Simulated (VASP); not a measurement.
# La4H (Pm-3m) in VASP: single point with PBE

Aim: the single point of La4H with PBE.

Everything below comes from runs of VASP 6.6.1. Logs are shortened: lines on timing, memory, paths and dates and some standing lists are left out, and cuts for length are marked.

## 1. The cell of the first run

The structure is cubic, space group Pm-3m (No. 221). Conventional cell: a = 5.970 Å, b = 5.970 Å, c = 5.970 Å, α = 90.00°, β = 90.00°, γ = 90.00°. La (site symmetry m-3m) has 6 La at 2.98 Å within 3.9 Å. Within 3.9 Å of La (site symmetry 4/mmm) lie 2 La at 2.98 Å. Within 5.5 Å of H (site symmetry m-3m) lie 20 La at 4.22 to 5.17 Å.

## 2. Single point, PBE

POSCAR reads:

```
La4H
1.0
    5.9695614786      0.0000000000      0.0000000000
    0.0000000000      5.9695614786      0.0000000000
    0.0000000000      0.0000000000      5.9695614786
La H
4 1
Direct
    0.5000000000      0.5000000000      0.5000000000
    0.0000000000      0.5000000000      0.5000000000
    0.5000000000      0.0000000000      0.5000000000
    0.5000000000      0.5000000000      0.0000000000
    0.0000000000      0.0000000000      0.0000000000
```

INCAR.step1 reads:

```
  ALGO = Normal
  EDIFF = 1E-6
  ENCUT = 520
  GGA = PE
  ISIF = 2
  ISMEAR = 0
  LASPH = True
  LCHARG = True
  LMAXMIX = 6
  LREAL = False
  LWAVE = False
  NBANDS = 30
  NELM = 100
  PREC = Accurate
  SIGMA = 0.1
```

KPOINTS.step1 reads:

```
k-points
0
Gamma
  6 6 6
```

INCAR.step2 reads:

```
  ALGO = Normal
  EDIFF = 1E-6
  ENCUT = 520
  GGA = PE
  ICHARG = 11
  ISIF = 2
  ISMEAR = -5
  LASPH = True
  LCHARG = False
  LMAXMIX = 6
  LORBIT = 11
  LREAL = False
  LWAVE = False
  NBANDS = 30
  NEDOS = 2001
  NELM = 100
  PREC = Accurate
  SIGMA = 0.1
```

KPOINTS.step2 reads:

```
k-points
0
Gamma
  9 9 9
```

Potentials or basis: VASP PAW PBE potentials, release 64 (La, H).

The run is started by

```console
cat potpaw_PBE.64/La/POTCAR potpaw_PBE.64/H/POTCAR > POTCAR
cp INCAR.step1 INCAR
cp KPOINTS.step1 KPOINTS
mpirun -np 1 vasp_std > vasp.out
cp INCAR.step2 INCAR
cp KPOINTS.step2 KPOINTS
mpirun -np 1 vasp_std > vasp.out
```

OUTCAR:

```text
EDIFF = 1E-6
   ENCUT = 520
   GGA = PE
   ICHARG = 11
   ISIF = 2
   ISMEAR = -5
   LASPH = True
   LORBIT = 11
   LREAL = False
   NELM = 100
   PREC = Accurate

 ion  position               nearest neighbor table
   1  0.500  0.500  0.500-   2 2.98   3 2.98   4 2.98   4 2.98   3 2.98   2 2.98
   2  0.000  0.500  0.500-   1 2.98   1 2.98
   3  0.500  0.000  0.500-   1 2.98   1 2.98
   4  0.500  0.500  0.000-   1 2.98   1 2.98
   5  0.000  0.000  0.000-

  LATTYP: Found a simple cubic cell.
 ALAT       =     5.9695614786

  Lattice vectors:

 A1 = (   5.9695614786,   0.0000000000,   0.0000000000)
 A2 = (   0.0000000000,   5.9695614786,   0.0000000000)
 A3 = (   0.0000000000,   0.0000000000,   5.9695614786)

Analysis of symmetry for initial positions (statically):
=====================================================================
 Subroutine PRICEL returns:
 Original cell was already a primitive cell.

 Routine SETGRP: Setting up the symmetry group for a
 simple cubic supercell.

 Subroutine GETGRP returns: Found 48 space group operations
 (whereof 48 operations were pure point group operations)
 out of a pool of 48 trial point group operations.

The static configuration has the point symmetry O_h .

Analysis of symmetry for dynamics (positions and initial velocities):
=====================================================================
 Subroutine PRICEL returns:
 Original cell was already a primitive cell.

 Routine SETGRP: Setting up the symmetry group for a
 simple cubic supercell.

 Subroutine GETGRP returns: Found 48 space group operations
 (whereof 48 operations were pure point group operations)
 out of a pool of 48 trial point group operations.

The dynamic configuration has the point symmetry O_h .

 Subroutine INISYM returns: Found 48 space group operations
 (whereof 48 operations are pure point group operations),
 and found     1 'primitive' translations

----------------------------------------------------------------------------------------

                                     Primitive cell

  volume of cell :     212.7293

  direct lattice vectors                    reciprocal lattice vectors
     5.969561479  0.000000000  0.000000000     0.167516492  0.000000000  0.000000000
     0.000000000  5.969561479  0.000000000     0.000000000  0.167516492  0.000000000
[... 104 lines left out ...]
   NELECT =      45.0000    total number of electrons
   NUPDOWN=      -1.0000    fix difference up-down
   EMIN   =  10.00;   EMAX   =-10.00  energy-range for DOS
   EFERMI =   0.00;   METHOD = LEGACY
   ISMEAR =    -5;   SIGMA  =   0.10  broadening in eV -4-tet -1-fermi 0-gaus
   EFERMI_NEDOS =   21; number of points for ismear=-14 and -15
   IALGO  =     38    algorithm
   IMIX   =      4    mixing-type and parameters
     AMIX     =   0.40;   BMIX     =  1.00
     AMIX_MAG =   1.60;   BMIX_MAG =  1.00
  volume/ion in A,a.u.               =      42.55       287.11
  Fermi-wavevector in a.u.,A,eV,Ry     =   0.975446  1.843326 12.945874  0.951495
  Thomas-Fermi vector in A             =   2.105986
   LORBIT       =     11    0 simple, 1 ext, 2 COOP (PROOUT), +10 PAW based schemes
   GGA     = PE    functional components
   LHFCALC =     F    Hartree Fock is set to
   AEXX    =    0.0000 exact exchange contribution
   IVDW    =     0    specifies the selected vdW correction
   LEPSILON=     F    determine dielectric tensor
   LRPA    =     F    only Hartree local field effects (RPA)
 non-spin polarized calculation
 Fermi weights with tetrahedron method with Bloechl corrections
  energy-cutoff  :      520.00
  volume of cell :      212.73
 maximum number of plane-waves:      5751
 NGX is ok and might be reduce to    48

 number of electron      44.9999995 magnetization

 Free energy of the ion-electron system (eV)
  ---------------------------------------------------
  ext. energy  EPLUGINS =         0.00000000
  ---------------------------------------------------
  free energy    TOTEN  =       -17.72763382 eV

  energy without entropy =      -17.72763382  energy(sigma->0) =      -17.72763382

 E-fermi :   4.6644     XC(G=0):  -7.9124

 val. band max:        4.6700024123   @ k =   0.3333   0.1111   0.1111
 cond. band min:       4.6469368701   @ k =   0.3333   0.3333   0.1111
 fundamental gap:     -0.0230655422
 Fermi energy:         4.6643794700

 k-point     1 :       0.0000    0.0000    0.0000
  band No.  band energies     occupation
      1     -28.9037      2.00000
      2     -28.6794      2.00000
      3     -28.6794      2.00000
      4     -27.1471      2.00000
      5     -13.8391      2.00000
      6     -13.8391      2.00000
[... 781 lines left out ...]
     29       5.5087      0.00000
     30       5.7970      0.00000

 [... further k-points ...]

------------------------ aborting loop because EDIFF is reached ----------------------------------------

  FORCE on cell =-STRESS in cart. coord.  units (eV):
  Direction    XX          YY          ZZ          XY          YZ          ZX
  --------------------------------------------------------------------------------------
  -------------------------------------------------------------------------------------
  Total       -0.5865595     -0.5865595     -0.5865595     -0.0000000      0.0000000      0.0000000
  in kB       -4.4176913     -4.4176913     -4.4176913     -0.0000000      0.0000000      0.0000000
  external PRESSURE =      -4.4176913 kB  Pullay stress =       0.0000000 kB

 VOLUME and BASIS-vectors are now :
 -----------------------------------------------------------------------------
  energy-cutoff  :      520.00
  volume of cell :      212.73
      direct lattice vectors                 reciprocal lattice vectors
     5.969561479  0.000000000  0.000000000     0.167516492  0.000000000  0.000000000
     0.000000000  5.969561479  0.000000000     0.000000000  0.167516492  0.000000000
     0.000000000  0.000000000  5.969561479     0.000000000  0.000000000  0.167516492

 POSITION                                       TOTAL-FORCE (eV/Angst)
 -----------------------------------------------------------------------------------
      2.98478      2.98478      2.98478         0.000000      0.000000      0.000000
      0.00000      2.98478      2.98478         0.000000      0.000000      0.000000
      2.98478      0.00000      2.98478         0.000000      0.000000      0.000000
      2.98478      2.98478      0.00000         0.000000      0.000000      0.000000
      0.00000      0.00000      0.00000         0.000000      0.000000      0.000000
 -----------------------------------------------------------------------------------
    total drift:                                0.000000     -0.000000     -0.000000

  FREE ENERGIE OF THE ION-ELECTRON SYSTEM (eV)
  ---------------------------------------------------
  free  energy   TOTEN  =       -17.7276338245 eV

  energy  without entropy=      -17.7276338245  energy(sigma->0) =      -17.72763382

 total charge

# of ion       s       p       d       f       tot
--------------------------------------------------
    1        2.024   5.457   1.678   0.125   9.285
    2        2.044   5.567   0.843   0.164   8.618
    3        2.044   5.567   0.843   0.164   8.618
    4        2.044   5.567   0.843   0.164   8.618
    5        0.393   0.001   0.000   0.000   0.394
--------------------------------------------------
tot          8.551  22.159   4.205   0.618  35.533
```

OUTCAR.step1:

```text
EDIFF = 1E-6
   ENCUT = 520
   GGA = PE
   ISIF = 2
[... 887 lines left out ...]
      0.00000      2.98478      2.98478         0.000000      0.000000      0.000000
      2.98478      0.00000      2.98478         0.000000      0.000000      0.000000
      2.98478      2.98478      0.00000         0.000000      0.000000      0.000000
      0.00000      0.00000      0.00000         0.000000      0.000000      0.000000
 -----------------------------------------------------------------------------------
    total drift:                                0.000000     -0.000000     -0.000000

  FREE ENERGIE OF THE ION-ELECTRON SYSTEM (eV)
  ---------------------------------------------------
  free  energy   TOTEN  =       -17.7577030548 eV

  energy  without entropy=      -17.7138367030  energy(sigma->0) =      -17.73576988
```

It took 5.7 min on 1 thread of Intel Xeon 6975P-C (Granite Rapids), shared host; peak memory 0.42 GiB.

Results:

```
Valence electrons inside the program's atomic spheres : La 9.29, 8.62 (each value once); H 0.39
```

Levels at points of the mesh, in eV from the Fermi level:
```csv
k point,band 19,band 20,band 21,band 22,band 23,band 24,band 25,band 26,band 27,band 28
"(0.00, 0.00, 0.00)",-2.11,-2.11,-0.91,-0.91,-0.58,-0.16,-0.16,1.03,1.03,1.04
```

Caveat: spin-orbit coupling is left out, which moves the levels of the heavy elements.
